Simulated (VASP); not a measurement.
# MgI2 (P-3m1) in VASP: single point with PBE

Aim: the single point of MgI2 with PBE.

All numbers are computed with VASP 6.6.1; they aren't measurements. Logs are shortened: lines on timing, memory, paths and dates and some standing lists are left out, and cuts for length are marked.

### 1 The cell of the first run

Symmetry: P-3m1, No. 164, trigonal system. Conventional cell: a = 4.157 Å, b = 4.157 Å, c = 6.873 Å, α = 90.00°, β = 90.00°, γ = 120.00°. Within 3.8 Å of Mg (site symmetry -3m) lie 6 I at 2.92 Å. Within 3.8 Å of I (site symmetry 3m) lie 3 Mg at 2.92 Å.

### 2 Single point, PBE

INCAR reads:

```
  ALGO = Normal
  EDIFF = 1E-6
  ENCUT = 520
  GGA = PE
  ISIF = 2
  ISMEAR = -1
  LASPH = T
  LCHARG = T
  LELF = T
  LREAL = F
  LVHAR = T
  LWAVE = F
  NBANDS = 15
  NELM = 60
  PREC = Accurate
  SIGMA = 0.02
```

KPOINTS reads:

```
k-points
0
Gamma
  12 12 4
```

POSCAR reads:

```
MgI2
1.0
    4.1572130713      0.0000000000      0.0000000000
   -2.0786065356      3.6002521287      0.0000000000
    0.0000000000      0.0000000000      6.8733252316
Mg I
1 2
Direct
    0.0000000000      0.0000000000      0.0000000000
    0.3333333333      0.6666666667      0.2426220932
    0.6666666667      0.3333333333      0.7573779068
```

Potentials or basis: VASP PAW PBE potentials, release 64 (Mg, I).

The run is started by

```console
cat potpaw_PBE.64/Mg/POTCAR potpaw_PBE.64/I/POTCAR > POTCAR
mpirun -np 1 vasp_std > vasp.out
```

OUTCAR:

```text
EDIFF = 1E-6
   ENCUT = 520
   GGA = PE
   ISIF = 2
   ISMEAR = -1
   LASPH = T
   LREAL = F
   NELM = 60
   PREC = Accurate

 ion  position               nearest neighbor table
   1  0.000  0.000  0.000-   2 2.92   3 2.92   2 2.92   3 2.92   3 2.92   2 2.92
   2  0.333  0.667  0.243-   1 2.92   1 2.92   1 2.92
   3  0.667  0.333  0.757-   1 2.92   1 2.92   1 2.92

  LATTYP: Found a hexagonal cell.
 ALAT       =     4.1572130713
 C/A-ratio  =     1.6533492784

  Lattice vectors:

 A1 = (   4.1572130713,   0.0000000000,   0.0000000000)
 A2 = (  -2.0786065356,   3.6002521287,   0.0000000000)
 A3 = (   0.0000000000,   0.0000000000,   6.8733252316)

Analysis of symmetry for initial positions (statically):
=====================================================================
 Subroutine PRICEL returns:
 Original cell was already a primitive cell.

 Routine SETGRP: Setting up the symmetry group for a
 hexagonal supercell.

 Subroutine GETGRP returns: Found 12 space group operations
 (whereof 12 operations were pure point group operations)
 out of a pool of 24 trial point group operations.

The static configuration has the point symmetry D_3d.

Analysis of symmetry for dynamics (positions and initial velocities):
=====================================================================
 Subroutine PRICEL returns:
 Original cell was already a primitive cell.

 Routine SETGRP: Setting up the symmetry group for a
 hexagonal supercell.

 Subroutine GETGRP returns: Found 12 space group operations
 (whereof 12 operations were pure point group operations)
 out of a pool of 24 trial point group operations.

The dynamic configuration has the point symmetry D_3d.

 Subroutine INISYM returns: Found 12 space group operations
 (whereof 12 operations are pure point group operations),
 and found     1 'primitive' translations

----------------------------------------------------------------------------------------

                                     Primitive cell

  volume of cell :     102.8732

  direct lattice vectors                    reciprocal lattice vectors
     4.157213071  0.000000000  0.000000000     0.240545765  0.138879162  0.000000000
    -2.078606536  3.600252129  0.000000000     0.000000000  0.277758325  0.000000000
     0.000000000  0.000000000  6.873325232     0.000000000  0.000000000  0.145489987

  length of vectors
     4.157213071  4.157213071  6.873325232     0.277758325  0.277758325  0.145489987

  position of ions in fractional coordinates (direct lattice)
     0.000000000  0.000000000  0.000000000
[... 93 lines left out ...]
   EMIN   =  10.00;   EMAX   =-10.00  energy-range for DOS
   EFERMI =   0.00;   METHOD = LEGACY
   ISMEAR =    -1;   SIGMA  =   0.02  broadening in eV -4-tet -1-fermi 0-gaus
   EFERMI_NEDOS =   21; number of points for ismear=-14 and -15
   IALGO  =     38    algorithm
   IMIX   =      4    mixing-type and parameters
     AMIX     =   0.40;   BMIX     =  1.00
     AMIX_MAG =   1.60;   BMIX_MAG =  1.00
  volume/ion in A,a.u.               =      34.29       231.41
  Fermi-wavevector in a.u.,A,eV,Ry     =   0.880402  1.663718 10.545969  0.775107
  Thomas-Fermi vector in A             =   2.000757
   LORBIT       =      0    0 simple, 1 ext, 2 COOP (PROOUT), +10 PAW based schemes
   GGA     = PE    functional components
   LHFCALC =     F    Hartree Fock is set to
   AEXX    =    0.0000 exact exchange contribution
   IVDW    =     0    specifies the selected vdW correction
   LEPSILON=     F    determine dielectric tensor
   LRPA    =     F    only Hartree local field effects (RPA)
 non-spin polarized calculation
  energy-cutoff  :      520.00
  volume of cell :      102.87
 maximum number of plane-waves:      2814
 NGX is ok and might be reduce to    32
   NGX = 15   NGY = 15   NGZ = 25

 number of electron      16.0000001 magnetization

 Free energy of the ion-electron system (eV)
  ---------------------------------------------------
  ext. energy  EPLUGINS =         0.00000000
  ---------------------------------------------------
  free energy    TOTEN  =        -7.69915205 eV

  energy without entropy =       -7.69915205  energy(sigma->0) =       -7.69915205

 E-fermi :   2.6946     XC(G=0):  -8.2012

 val. band max:        2.2910085212   @ k =   0.0000   0.0000   0.0000
 cond. band min:       5.7985692009   @ k =   0.5000   0.0000   0.2500
 fundamental gap:      3.5075606796
 Fermi energy:         2.6945553145

 k-point     1 :       0.0000    0.0000    0.0000
  band No.  band energies     occupation
      1      -9.7831      2.00000
      2      -9.0758      2.00000
      3      -1.2443      2.00000
      4       1.8272      2.00000
      5       1.8272      2.00000
      6       2.2069      2.00000
      7       2.2069      2.00000
      8       2.2910      2.00000
      9       5.9662      0.00000
     10       7.0487      0.00000
     11       8.9673      0.00000
     12       8.9673      0.00000
     13       9.7603      0.00000
     14      10.4282      0.00000
[... 401 lines left out ...]
      2      -9.0814      2.00000
      3      -0.8192      2.00000
      4       0.9690      2.00000
      5       1.1215      2.00000
      6       1.5800      2.00000
      7       1.9016      2.00000
      8       2.0738      2.00000
      9       6.8221      0.00000
     10       7.9389      0.00000
     11       8.7896      0.00000
     12       9.2589      0.00000
     13       9.4500      0.00000
     14      10.0135      0.00000
     15      10.5962      0.00000

 [... further k-points ...]

------------------------ aborting loop because EDIFF is reached ----------------------------------------

  FORCE on cell =-STRESS in cart. coord.  units (eV):
  Direction    XX          YY          ZZ          XY          YZ          ZX
  --------------------------------------------------------------------------------------
  -------------------------------------------------------------------------------------
  Total        0.6355496      0.6355496      0.7857256      0.0000000      0.0000000      0.0000000
  in kB        9.8982384      9.8982384     12.2371253      0.0000000      0.0000000      0.0000000
  external PRESSURE =      10.6778674 kB  Pullay stress =       0.0000000 kB

 VOLUME and BASIS-vectors are now :
 -----------------------------------------------------------------------------
  energy-cutoff  :      520.00
  volume of cell :      102.87
      direct lattice vectors                 reciprocal lattice vectors
     4.157213071  0.000000000  0.000000000     0.240545765  0.138879162  0.000000000
    -2.078606536  3.600252129  0.000000000     0.000000000  0.277758325  0.000000000
     0.000000000  0.000000000  6.873325232     0.000000000  0.000000000  0.145489987

 POSITION                                       TOTAL-FORCE (eV/Angst)
 -----------------------------------------------------------------------------------
      0.00000      0.00000      0.00000         0.000000      0.000000     -0.000000
     -0.00000      2.40017      1.66762        -0.000000      0.000000      0.001201
      2.07861      1.20008      5.20570         0.000000     -0.000000     -0.001201
 -----------------------------------------------------------------------------------
    total drift:                               -0.000000      0.000000     -0.000000

  FREE ENERGIE OF THE ION-ELECTRON SYSTEM (eV)
  ---------------------------------------------------
  free  energy   TOTEN  =        -7.6991520477 eV

  energy  without entropy=       -7.6991520477  energy(sigma->0) =       -7.69915205
```

OSZICAR:

```text
N       E                     dE             d eps       ncg     rms          rms(c)
DAV:   1     0.757644785237E+02    0.75764E+02   -0.57893E+03  2078   0.842E+02
DAV:   2    -0.176111795086E+01   -0.77526E+02   -0.70452E+02  2919   0.131E+02
DAV:   3    -0.773624500838E+01   -0.59751E+01   -0.59496E+01  2756   0.418E+01
DAV:   4    -0.784987340757E+01   -0.11363E+00   -0.11362E+00  2951   0.686E+00
DAV:   5    -0.785091647621E+01   -0.10431E-02   -0.10431E-02  2716   0.612E-01    0.401E+00
DAV:   6    -0.772459048105E+01    0.12633E+00   -0.11128E-01  2399   0.170E+00    0.273E+00
DAV:   7    -0.770075967468E+01    0.23831E-01   -0.11970E-01  2448   0.173E+00    0.746E-01
DAV:   8    -0.769901441794E+01    0.17453E-02   -0.76296E-03  2378   0.499E-01    0.261E-01
DAV:   9    -0.769915936948E+01   -0.14495E-03   -0.10044E-03  2833   0.188E-01    0.941E-02
DAV:  10    -0.769914615220E+01    0.13217E-04   -0.33825E-05  2609   0.402E-02    0.370E-02
DAV:  11    -0.769915148874E+01   -0.53365E-05   -0.13358E-05  2525   0.228E-02    0.212E-02
DAV:  12    -0.769915204768E+01   -0.55894E-06   -0.51663E-07  2260   0.450E-03
   1 F= -.76991520E+01 E0= -.76991520E+01  d E =-.894655E-11
```

Wall time 2.3 min (1 thread of AMD EPYC 7R43 (Zen 3), shared host); peak memory 0.25 GiB.

Results:

| Quantity | Value |
| --- | --- |
| Free energy | -7.6992 eV |
| Pressure | 1.1 GPa |
| Band gap on the k mesh | 3.51 eV, indirect (least direct gap 3.68 eV) |

Levels at points of the mesh, in eV from the valence-band top:
```
           k point  band 6  band 7  band 8  band 9  band 10  band 11
(0.00, 0.00, 0.00)   -0.08   -0.08    0.00    3.68     4.76     6.68
(0.50, 0.00, 0.00)   -1.39   -0.91   -0.46    3.62     5.31     5.51
(0.00, 0.00, 0.50)   -0.36   -0.19   -0.19    4.63     4.84     6.49
(0.50, 0.00, 0.50)   -1.13   -0.80   -0.70    3.52     5.20     5.68
```

Caveat: spin-orbit coupling is left out, which moves the levels of the heavy elements; this functional lacks dispersion, which binds the layers, so the pressure and a relaxed spacing across them are unreliable. A k mesh can miss the band edges.
